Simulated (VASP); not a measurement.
A run of VASP 6.6.1 is set up as follows.

Contents of INCAR:

```
SYSTEM = KZnF3
PREC = Accurate
ENCUT = 520
EDIFF = 1E-6
ISMEAR = 0
SIGMA = 0.05
LREAL = .FALSE.
LASPH = .TRUE.
NELM = 100
ALGO = Normal
ISIF = 2
LWAVE = .FALSE.
LCHARG = .FALSE.
NBANDS = 29
```

KPOINTS

```
regular mesh
0
G
  6 6 6
  0 0 0
```

POSCAR

```
KZnF3
1.0
    4.2754521275      0.0000000000      0.0000000000
    0.0000000000      4.2754521275      0.0000000000
    0.0000000000      0.0000000000      3.6341343084
K Zn F
1 1 3
Direct
    0.0000000000      0.0000000000      0.0000000000
    0.5000000000      0.5000000000      0.5000000000
    0.5000000000      0.5000000000      0.0000000000
    0.0000000000      0.5000000000      0.5000000000
    0.5000000000      0.0000000000      0.5000000000
```

Potentials or basis: VASP PAW LDA potentials, release 64 (K_sv, Zn, F).

Launch:

```sh
$ cat potpaw_LDA.64/K_sv/POTCAR potpaw_LDA.64/Zn/POTCAR potpaw_LDA.64/F/POTCAR > POTCAR
$ mpirun -np 1 vasp_std > vasp.out
```

Q: What does it give for the band gap on the k mesh?

A: 3.31 eV (least direct gap 5.33 eV).

Q: Estimate the pressure.

A: -1.1 GPa.

Stress tensor (GPa, compression positive):
```
-7.10  0.00  0.00
 0.00 -7.10  0.00
 0.00  0.00 10.85
```

Caveat: the stress differs along the axes, from -7 to 11 GPa. A k mesh can miss the band edges.
